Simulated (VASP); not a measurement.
Wanted: the native input for a VASP 6.6.1 run.

```
Task                   : single point
Functional             : PBE
Potentials or basis    : VASP PAW PBE potentials, release 64 (Ta_pv)
Cutoff                 : 520 eV
k mesh                 : 18 × 18 × 18
Occupations            : gaussian, width 0.1 eV
Spin                   : no spin polarisation
Dipole correction      : no
Further INCAR settings : ALGO = Normal; EDIFF = 1e-06; NBANDS = 12
```

The structure of Ta lies in POSCAR:

```
Ta
1.0
   -1.6539850869      1.6539850869      1.6539850869
    1.6539850869     -1.6539850869      1.6539850869
    1.6539850869      1.6539850869     -1.6539850869
Ta
1
Direct
    0.0000000000      0.0000000000      0.0000000000
```

These files were run (other wordings do the same):

INCAR

```
  PREC = Accurate
  ENCUT = 520
  EDIFF = 1E-6
  ISMEAR = 0
  SIGMA = 0.1
  LREAL = F
  LASPH = T
  NELM = 80
  ALGO = Normal
  ISIF = 2
  LWAVE = F
  LCHARG = F
  GGA = PE
  NBANDS = 12
```

KPOINTS

```
regular mesh
0
Gamma
  18 18 18
```

Potentials or basis: VASP PAW PBE potentials, release 64 (Ta_pv).

Launch:

```bash
$ cat potpaw_PBE.64/Ta_pv/POTCAR > POTCAR
$ mpirun -np 1 vasp_std > vasp.out
```

It gave:

```
Pressure : 2.0 GPa
```

Wall time 18 s on 1 thread of Intel(R) Xeon(R) Platinum 8559C (Emerald Rapids), with other jobs on the host, peak memory 0.17 GiB.
